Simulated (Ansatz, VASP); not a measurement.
**ReS2I2: VASP beside Ansatz**

Contents of INCAR:

```
SYSTEM = ReS2I2
  PREC = Accurate
  ENCUT = 520
  EDIFF = 1E-7
  ISMEAR = 0
  SIGMA = 0.1
  LREAL = .FALSE.
  LASPH = .TRUE.
  NELM = 150
  ALGO = Normal
  ISIF = 2
  LWAVE = .FALSE.
  LCHARG = .FALSE.
  ISPIN = 2
  MAGMOM = 1 0 0 0 0
  LORBIT = 11
  LMAXMIX = 4
  GGA = PE
  NBANDS = 28
```

File KPOINTS:

```
regular mesh
0
G
  4 4 4
  0 0 0
```

The input POSCAR:

```
ReS2I2
1.0
    2.2729508400     -8.4748690100      0.0000000000
    2.2729508400      8.4748690100      0.0000000000
    0.0000000000      0.0000000000      4.3586170700
Re S I
1 2 2
Direct
    0.0000000000      0.0000000000      0.0000000000
    0.7966622600      0.2033377400      0.0000000000
    0.2033377400      0.7966622600      0.0000000000
    0.6373427400      0.3626572600      0.5000000000
    0.3626572600      0.6373427400      0.5000000000
```

Input for Ansatz:

```yaml
crystal:
  lattice:
    - [2.27295084, -8.47486901, 0.0]
    - [2.27295084, 8.47486901, 0.0]
    - [0.0, 0.0, 4.35861707]
  atoms:
    - { symbol: Re, position: [0.0, 0.0, 0.0], spin: 1.0 }
    - { symbol: S, position: [0.79666226, 0.20333774, 0.0] }
    - { symbol: S, position: [0.20333774, 0.79666226, 0.0] }
    - { symbol: I, position: [0.63734274, 0.36265726, 0.5] }
    - { symbol: I, position: [0.36265726, 0.63734274, 0.5] }
basis:
  ecutwfc: 420
kpoints:
  mp_grid: { grid: [4, 4, 4] }
hamiltonian:
  xc: pbe
scf:
  occupations: { method: gaussian, width: 0.1 }
  lower_state_search: "off"
output:
  forces: true
  stress: true
  eigenvalues: true
  populations: true
magnetization:
  spin_polarized: true
```

Change from the starting cell: species swapped into the La2CdNi2 type (Cmmm, No. 65).

Alike in both runs: task single point; functional PBE; k mesh 4 × 4 × 4; occupations gaussian, width 0.1 eV; collinear spin.

```csv
,VASP,Ansatz
version,VASP 6.6.1,Ansatz 0.2.0
potentials or method,"VASP PAW PBE potentials, release 64 (Re, S, I), cutoff 520 eV","scalar-relativistic, plane waves, PAW"
valence electrons in the cell,33,61
```

|  | VASP | Ansatz | Ansatz less VASP |
| --- | --- | --- | --- |
| gap on the k mesh at the Fermi level (eV) | none | none | - |
| pressure (GPa) | -7.9 | -5.7 | +2.11 |
| traceless stress, the component that is largest in VASP (GPa) | 2.36 | 3.13 | +0.770 |
| rms of the force components (eV/Å) | 0.379 | 0.308 | -0.0713 |
| net moment per atom (μB) | 0.16 | 0.92 | +0.760 |
| size of the moment on the site where the two differ most (μB) | 0.56 | 4.58 | +4.017 |

The net moments are unlike, so the other rows may belong to different states. Site moments also hang on the region over which each program counts them. Atom by atom the forces differ by 0.153 eV/Å (rms over components). A gap of «none» marks a metal or a gap that the smearing closes. VASP's potentials hold 33 valence electrons a cell and Ansatz's 61, so a difference there can come from the potentials and not from the codes.

The k mesh is coarse, so the values compare programs but aren't converged. Neither program's run includes spin-orbit coupling.
